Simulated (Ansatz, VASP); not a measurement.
**Ir: VASP beside Ansatz**

```
CELL_PARAMETERS angstrom
0.00000 2.12655 1.73080
2.12655 0.00000 1.73080
2.12655 2.12655 0.00000
ATOMIC_POSITIONS crystal
Ir 0.00000 0.00000 0.00000
```

Alike in both runs: task single point; functional PBE; k mesh 22 × 22 × 22; occupations gaussian, width 0.15 eV; no spin polarisation.

|  | VASP | Ansatz |
| --- | --- | --- |
| version | VASP 6.6.1 | Ansatz 0.2.0 |
| potentials or method | VASP PAW PBE potentials, release 64 (Ir), cutoff 520 eV | scalar-relativistic, plane waves, PAW |
| valence electrons in the cell | 9 | 17 |

|  | VASP | Ansatz | Ansatz less VASP |
| --- | --- | --- | --- |
| gap on the k mesh at the Fermi level (eV) | none | none | - |
| pressure (GPa) | -15.4 | -15.8 | -0.39 |
| traceless stress, the component that is largest in VASP (GPa) | 25.75 | 25.97 | +0.221 |

A gap of «none» marks a metal or a gap that the smearing closes. VASP's potentials hold 9 valence electrons a cell and Ansatz's 17, so a difference there can come from the potentials and not from the codes.

Neither program's run includes spin-orbit coupling.
